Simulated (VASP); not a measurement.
# PtS2 in VASP: a series of runs

The runs below take PtS2 through single point, with PBE+D3(BJ).

Everything below comes from runs of VASP 6.6.1. Logs are shortened: lines on timing, memory, paths and dates and some standing lists are left out, and cuts for length are marked.

## (1) The cell of the first run

The typed cell holds 3 atoms: a = 3.583 Å, b = 3.583 Å, c = 4.663 Å, α = 90.00°, β = 90.00°, γ = 120.00°.

## (2) Single point, PBE+D3(BJ) (atoms displaced along several vibrational modes)

INCAR

```
SYSTEM = PtS2
PREC = Accurate
ENCUT = 500
EDIFF = 1E-6
ISMEAR = 0
SIGMA = 0.03
LREAL = .FALSE.
LASPH = .TRUE.
NELM = 120
ALGO = Normal
ISIF = 2
LWAVE = .FALSE.
LCHARG = .FALSE.
GGA = PE
IVDW = 12
NBANDS = 18
GGA_COMPAT = .FALSE.
```

KPOINTS

```
regular mesh
0
G
  12 12 8
  0 0 0
```

POSCAR

```
PtS2
1.0
    3.5832742325      0.0000000000      0.0000000000
   -1.7916371163      3.1032065141      0.0000000000
    0.0000000000      0.0000000000      4.6628322088
Pt S
1 2
Direct
    0.0035773087      0.0000000000      0.0000000000
    0.3032491162      0.6666666667      0.2587415406
    0.6749830829      0.3333333333      0.7412584594
```

Potentials or basis: VASP PAW PBE potentials, release 64 (Pt, S).

Started as:

```console
$ cat potpaw_PBE.64/Pt/POTCAR potpaw_PBE.64/S/POTCAR > POTCAR
$ mpirun -np 1 vasp_std > vasp.out
```

OUTCAR:

```text
SYSTEM = PtS2
   PREC = Accurate
   ENCUT = 500
   EDIFF = 1E-6
   ISMEAR = 0
   LREAL = .FALSE.
   LASPH = .TRUE.
   NELM = 120
   ISIF = 2
   GGA = PE
   IVDW = 12
 IVDW          = 12

 ion  position               nearest neighbor table
   1  0.004  0.000  0.000-   2 2.31   3 2.38   3 2.39   2 2.40   3 2.41   2 2.49
   2  0.303  0.667  0.259-   1 2.31   1 2.40   1 2.49
   3  0.675  0.333  0.741-   1 2.38   1 2.39   1 2.41

  LATTYP: Found a hexagonal cell.
 ALAT       =     3.5832742325
 C/A-ratio  =     1.3012769624

  Lattice vectors:

 A1 = (   3.5832742325,   0.0000000000,   0.0000000000)
 A2 = (  -1.7916371163,   3.1032065141,   0.0000000000)
 A3 = (   0.0000000000,   0.0000000000,   4.6628322088)

Analysis of symmetry for initial positions (statically):
=====================================================================
 Subroutine PRICEL returns:
 Original cell was already a primitive cell.

 Routine SETGRP: Setting up the symmetry group for a
 hexagonal supercell.

 Subroutine GETGRP returns: Found  1 space group operations
 (whereof  1 operations were pure point group operations)
 out of a pool of 24 trial point group operations.

The static configuration has the point symmetry C_1 .

Analysis of symmetry for dynamics (positions and initial velocities):
=====================================================================
 Subroutine PRICEL returns:
 Original cell was already a primitive cell.

 Routine SETGRP: Setting up the symmetry group for a
 hexagonal supercell.

 Subroutine GETGRP returns: Found  1 space group operations
 (whereof  1 operations were pure point group operations)
 out of a pool of 24 trial point group operations.

The dynamic configuration has the point symmetry C_1 .

 Subroutine INISYM returns: Found  1 space group operations
 (whereof  1 operations are pure point group operations),
 and found     1 'primitive' translations

----------------------------------------------------------------------------------------

                                     Primitive cell

  volume of cell :      51.8490

  direct lattice vectors                    reciprocal lattice vectors
     3.583274232  0.000000000  0.000000000     0.279074370  0.161123663  0.000000000
    -1.791637116  3.103206514  0.000000000     0.000000000  0.322247326  0.000000000
     0.000000000  0.000000000  4.662832209     0.000000000  0.000000000  0.214461931

  length of vectors
     3.583274232  3.583274233  4.662832209     0.322247326  0.322247326  0.214461931

  position of ions in fractional coordinates (direct lattice)
     0.003577309  0.000000000  0.000000000
     0.303249116  0.666666667  0.258741541
     0.674983083  0.333333333  0.741258459

  ion indices of the primitive-cell ions
   primitive index   ion index
                 1           1
                 2           2
                 3           3

----------------------------------------------------------------------------------------

 KPOINTS: regular mesh

Automatic generation of k-mesh.
 Grid dimensions read from file:
 generate k-points for:   12   12    8

 Generating k-lattice:

  Cartesian coordinates                     Fractional coordinates (reciprocal lattice)
     0.023256198  0.013426972  0.000000000     0.083333333  0.000000000  0.000000000
     0.000000000  0.026853944  0.000000000     0.000000000  0.083333333  0.000000000
     0.000000000  0.000000000  0.026807741     0.000000000  0.000000000  0.125000000

  Length of vectors
     0.026853944  0.026853944  0.026807741

  Shift w.r.t. Gamma in fractional coordinates (k-lattice)
     0.000000000  0.000000000  0.000000000

 Subroutine IBZKPT returns following result:
 ===========================================

 Found    580 irreducible k-points:

 Following reciprocal coordinates:
            Coordinates               Weight
  0.000000  0.000000  0.000000      1.000000
  0.083333  0.000000  0.000000      2.000000
  0.000000  0.083333  0.000000      2.000000
 -0.083333  0.083333  0.000000      2.000000
  0.166667  0.000000  0.000000      2.000000
  0.000000  0.166667  0.000000      2.000000
[... 16 lines left out ...]
  0.166667  0.083333  0.000000      2.000000
 -0.083333  0.250000  0.000000      2.000000
 [... further k-points ...]
   k-points           NKPTS =    580   k-points in BZ     NKDIM =    580   number of bands    NBANDS=     18
   number of dos      NEDOS =    301   number of ions     NIONS =      3
   total plane-waves  NPLWV =  28224
   dimension x,y,z NGX =    28 NGY =   28 NGZ =   36
   dimension x,y,z NGXF=    56 NGYF=   56 NGZF=   72
   ions per type =               1   2
   NGX,Y,Z   is equivalent  to a cutoff of  12.99, 12.99, 12.84 a.u.
   NGXF,Y,Z  is equivalent  to a cutoff of  25.98, 25.98, 25.67 a.u.
 SYSTEM =  PtS2
   PREC   = accura    normal or accurate (medium, high low for compatibility)
   ISTART =      0    job   : 0-new  1-cont  2-samecut
   ICHARG =      2    charge: 1-file 2-atom 10-const
   ISPIN  =      1    spin polarized calculation?
   LNONCOLLINEAR =      F non collinear calculations
   LSORBIT =      F    spin-orbit coupling
   LASPH  =      T    aspherical Exc in radial PAW
   ENCUT  =  500.0 eV  36.75 Ry    6.06 a.u.   6.53  6.53  8.50*2*pi/ulx,y,z
   NELM   =    120;   NELMIN=  2; NELMDL= -5     # of ELM steps
   EDIFF  = 0.1E-05   stopping-criterion for ELM
   LREAL  =      F    real-space projection
   EDIFFG = 0.1E-04   stopping-criterion for IOM
   NSW    =      0    number of steps for IOM
   IBRION =     -1    ionic relax: 0-MD 1-quasi-New 2-CG
   NFREE  =      0    steps in history (QN), initial steepest desc. (CG)
   ISIF   =      2    stress and relaxation
   ISYM   =      2    0-nonsym 1-usesym 2-fastsym
   POTIM  = 0.5000    time-step for ionic-motion
   TEBEG  =    0.0;   TEEND  =   0.0 temperature during run
   PSTRESS=    0.0 pullay stress
   NELECT =      22.0000    total number of electrons
   NUPDOWN=      -1.0000    fix difference up-down
   EMIN   =  10.00;   EMAX   =-10.00  energy-range for DOS
   EFERMI =   0.00;   METHOD = LEGACY
   ISMEAR =     0;   SIGMA  =   0.03  broadening in eV -4-tet -1-fermi 0-gaus
   EFERMI_NEDOS =   21; number of points for ismear=-14 and -15
   IALGO  =     38    algorithm
   IMIX   =      4    mixing-type and parameters
     AMIX     =   0.40;   BMIX     =  1.00
     AMIX_MAG =   1.60;   BMIX_MAG =  1.00
  volume/ion in A,a.u.               =      17.28       116.63
  Fermi-wavevector in a.u.,A,eV,Ry     =   1.230181  2.324704 20.590301  1.513344
  Thomas-Fermi vector in A             =   2.365039
   LORBIT       =      0    0 simple, 1 ext, 2 COOP (PROOUT), +10 PAW based schemes
   GGA     = PE    functional components
   LHFCALC =     F    Hartree Fock is set to
   AEXX    =    0.0000 exact exchange contribution
   IVDW    =    12    specifies the selected vdW correction
   LEPSILON=     F    determine dielectric tensor
   LRPA    =     F    only Hartree local field effects (RPA)
 non-spin polarized calculation
 Gauss-broadening in eV      SIGMA  =   0.03
  energy-cutoff  :      500.00
  volume of cell :       51.85
 maximum number of plane-waves:      1350
 NGX is ok and might be reduce to    28
   NGX = 13   NGY = 13   NGZ = 17

 number of electron      21.9999998 magnetization

 Free energy of the ion-electron system (eV)
  ---------------------------------------------------
  ext. energy  EPLUGINS =         0.00000000
  ---------------------------------------------------
  free energy    TOTEN  =       -15.24636362 eV

  energy without entropy =      -15.24632335  energy(sigma->0) =      -15.24634349

 E-fermi :   7.9505     XC(G=0): -11.0412

 val. band max:        7.7873207387   @ k =   0.0833  -0.0833   0.1250
 cond. band min:       7.9545505286   @ k =  -0.3333  -0.0000   0.2500
 fundamental gap:      0.1672297899
 Fermi energy:         7.9505261983

 k-point     1 :       0.0000    0.0000    0.0000
  band No.  band energies     occupation
      1      -8.0086      2.00000
      2      -4.5746      2.00000
      3       0.2995      2.00000
      4       0.8135      2.00000
      5       0.9745      2.00000
      6       3.6662      2.00000
[... 10 lines left out ...]
     17      15.6774      0.00000
     18      19.9450      0.00000

 k-point     2 :       0.0833    0.0000    0.0000
  band No.  band energies     occupation
      1      -7.9239      2.00000
      2      -4.6342      2.00000
      3       0.3876      2.00000
      4       0.8643      2.00000
      5       1.0625      2.00000
      6       3.5863      2.00000
[... 10 lines left out ...]
     17      15.8931      0.00000
     18      18.9281      0.00000

 k-point     3 :       0.0000    0.0833    0.0000
  band No.  band energies     occupation
      1      -7.9218      2.00000
      2      -4.6382      2.00000
      3       0.3957      2.00000
      4       0.8904      2.00000
      5       1.0516      2.00000
      6       3.5257      2.00000
[... 10 lines left out ...]
     17      15.7759      0.00000
     18      18.6667      0.00000

 k-point     4 :      -0.0833    0.0833    0.0000
  band No.  band energies     occupation
      1      -7.9204      2.00000
      2      -4.6417      2.00000
      3       0.4041      2.00000
      4       0.9125      2.00000
      5       1.0456      2.00000
      6       3.5161      2.00000
[... 375 lines left out ...]
      4       1.0165      2.00000
      5       1.2180      2.00000
      6       3.3542      2.00000
[... 10 lines left out ...]
     17      16.1943      0.00000
     18      17.7229      0.00000

 k-point    23 :       0.1667    0.0833    0.0000
  band No.  band energies     occupation
      1      -7.4449      2.00000
      2      -4.9310      2.00000
      3       0.8225      2.00000
      4       1.1695      2.00000
      5       1.4942      2.00000
      6       2.9308      2.00000
[... 10 lines left out ...]
     17      16.7894      0.00000
     18      17.0088      0.00000

 k-point    24 :      -0.0833    0.2500    0.0000
  band No.  band energies     occupation
      1      -7.4245      2.00000
      2      -4.9578      2.00000
      3       0.9549      2.00000
      4       1.2768      2.00000
      5       1.5237      2.00000
      6       2.7205      2.00000
[... 10 lines left out ...]
     17      16.4548      0.00000
     18      17.0354      0.00000

 [... further k-points ...]

------------------------ aborting loop because EDIFF is reached ----------------------------------------

 Edisp (eV)   -1.35408

 E8    (eV) :    -0.5437

  FORCE on cell =-STRESS in cart. coord.  units (eV):
  Direction    XX          YY          ZZ          XY          YZ          ZX
  --------------------------------------------------------------------------------------
  -------------------------------------------------------------------------------------
  Total       0.14623    -0.04722     0.12354    -0.67779    -0.17986     1.36215
  in kB       4.51873    -1.45921     3.81736   -20.94420    -5.55772    42.09163
  external pressure =        2.29 kB  Pullay stress =        0.00 kB

 VOLUME and BASIS-vectors are now :
 -----------------------------------------------------------------------------
  energy-cutoff  :      500.00
  volume of cell :       51.85
      direct lattice vectors                 reciprocal lattice vectors
     3.583274232  0.000000000  0.000000000     0.279074370  0.161123663  0.000000000
    -1.791637116  3.103206514  0.000000000     0.000000000  0.322247326  0.000000000
     0.000000000  0.000000000  4.662832209     0.000000000  0.000000000  0.214461931

 POSITION                                       TOTAL-FORCE (eV/Angst)
 -----------------------------------------------------------------------------------
      0.01282      0.00000      0.00000        -0.847785      0.109257     -0.128719
     -0.10780      2.06880      1.20647         1.117631     -0.130772      0.125469
      1.82144      1.03440      3.45636        -0.269847      0.021516      0.003249
 -----------------------------------------------------------------------------------
    total drift:                                0.000059     -0.000002      0.000005

  FREE ENERGIE OF THE ION-ELECTRON SYSTEM (eV)
  ---------------------------------------------------
  free  energy   TOTEN  =       -16.6004399071 eV

  energy  without entropy=      -16.6003996443  energy(sigma->0) =      -16.60041978
```

Run time: 9.5 min. Hardware: 1 thread of Oxide Virtual Turin-like, shared host; peak memory 0.54 GiB.

Results:

```yaml
Free_energy: -16.6004 eV
Pressure: 0.2 GPa
Largest_force: 1.132 eV/Å
Band_gap_on_the_k_mesh: zero (bands 11 and 12 overlap by 0.03 eV)
Dispersion_energy_per_atom: -0.451 eV
```

Forces in eV/Å, atoms in the order of the input:
```
Pt  -0.848  0.109 -0.129
S    1.118 -0.131  0.125
S   -0.270  0.022  0.003
```

Caveat: the cell differs from its parent crystal (atoms displaced along several vibrational modes); spin-orbit coupling is left out, which moves the levels of the heavy elements; forces of over 1 eV/Å act on the atoms, so gaps and moduli don't describe the material at rest.

## (3) Single point, PBE+D3(BJ) (atoms displaced along a vibrational mode)

INCAR

```
PREC = Accurate ; ENCUT = 500
EDIFF = 1E-6 ; ISMEAR = 0
SIGMA = 0.03 ; LREAL = False
LASPH = True ; NELM = 120
ALGO = Normal ; ISIF = 2
LWAVE = False ; LCHARG = True
GGA = PE ; IVDW = 12
LELF = True ; LVHAR = True
NBANDS = 18 ; GGA_COMPAT = False
```

KPOINTS

```
Automatic mesh
0
Gamma
  12 12 8
```

POSCAR

```
PtS2
1.0
    3.5832742325      0.0000000000      0.0000000000
   -1.7916371163      3.1032065141      0.0000000000
    0.0000000000      0.0000000000      4.6628322088
Pt S
1 2
Direct
    0.0000000000      0.0000000000      0.0000000000
    0.3237331750      0.6666666667      0.2587415406
    0.6762668250      0.3333333333      0.7412584594
```

Potentials or basis: VASP PAW PBE potentials, release 64 (Pt, S).

Started as:

```console
$ cat potpaw_PBE.64/Pt/POTCAR potpaw_PBE.64/S/POTCAR > POTCAR
$ mpirun -np 1 vasp_std > vasp.out
```

Wall time 10 min (1 thread of Oxide Virtual Turin-like, shared host); peak memory 0.54 GiB.

It converged, with:

```yaml
Free_energy: -16.6581 eV
Pressure: -0.3 GPa
Largest_force: 0.348 eV/Å
Band_gap_on_the_k_mesh: zero (filled and empty bands touch)
Dispersion_energy_per_atom: -0.451 eV
```

Forces in eV/Å, atoms in the order of the input:
```
Pt   0.000  0.000  0.000
S    0.347 -0.014 -0.022
S   -0.347  0.014  0.022
```

Stress tensor (GPa, compression positive):
```
-0.37 -1.03  2.09
-1.03 -0.48 -0.10
 2.09 -0.10 -0.19
```

Levels at points of the mesh, in eV from the Fermi level:
| k point | band 9 | band 10 | band 11 | band 12 | band 13 | band 14 |
| --- | --- | --- | --- | --- | --- | --- |
| (0.00, 0.00, 0.00) | -1.75 | -1.52 | 0.01 | 1.00 | 1.24 | 3.58 |
| (0.50, 0.00, 0.00) | -3.61 | -3.48 | -3.02 | 0.61 | 2.33 | 5.26 |
| (0.00, 0.50, 0.00) | -3.64 | -3.52 | -2.99 | 0.72 | 2.25 | 5.24 |
| (0.50, 0.50, 0.00) | -3.65 | -3.59 | -2.97 | 0.83 | 2.17 | 5.17 |
| (0.00, 0.00, 0.50) | -2.18 | -2.15 | -1.58 | 2.16 | 2.26 | 5.25 |
| (0.50, 0.00, 0.50) | -3.25 | -3.22 | -1.49 | 0.80 | 1.62 | 4.75 |
| (0.00, 0.50, 0.50) | -3.27 | -3.22 | -1.57 | 0.72 | 1.61 | 4.82 |
| (0.50, 0.50, 0.50) | -3.30 | -3.21 | -1.67 | 0.65 | 1.58 | 4.93 |

Caveat: the cell differs from its parent crystal (atoms displaced along a vibrational mode); spin-orbit coupling is left out, which moves the levels of the heavy elements.

The gap in the log of VASP goes by the Fermi energy; the results here count the filled bands.